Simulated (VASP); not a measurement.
Runs of VASP 6.6.1 on AlGaN2. The structure is that of space group P-4m2 (No. 115), or close to it. The cells are those of the table. 

```tsv
task	cell	cutoff (eV)	gap on the mesh (eV)	pressure (GPa)
relaxation of shape and atoms at fixed volume	relaxed from a = 3.052, b = 3.052, c = 4.294 Å, 4 atoms	600	3.26	15.5
relaxation of the atoms	atoms relaxed from a = 3.115, b = 3.115, c = 4.297 Å, 4 atoms	520	3.24	5.2
relaxation of shape and atoms at fixed volume	relaxed from a = 3.146, b = 3.146, c = 4.428 Å, 4 atoms	600	(b)	-5.1
relaxation of the atoms	atoms relaxed from a = 3.115, b = 3.115, c = 4.209 Å, 4 atoms	520	3.40	10.0
relaxation of shape and atoms at fixed volume	relaxed from a = 3.176, b = 3.176, c = 4.470 Å, 4 atoms	600	2.63	-10.1
relaxation of shape and atoms at fixed volume	relaxed from a = 3.084, b = 3.084, c = 4.340 Å, 4 atoms	600	3.25	7.6
relaxation of shape and atoms at fixed volume	relaxed from a = 3.020, b = 3.020, c = 4.244 Å, 4 atoms	600	(c)	24.8
relaxation of shape and atoms at fixed volume	relaxed from a = 3.216, b = 3.216, c = 4.526 Å, 4 atoms	600	(a)	-15.7
```

Alike in all rows: level LDA; potentials or basis VASP PAW LDA potentials, release 64 (Al, Ga_d, N); no spin polarisation; k mesh 8 × 8 × 6; smearing gaussian 0.02 eV.

Question: Estimate the missing entries.

Answer: (a) 2.37; (b) 2.84; (c) 3.27.

A k mesh can miss the band edges, and the runs leave out spin-orbit coupling on Ga.
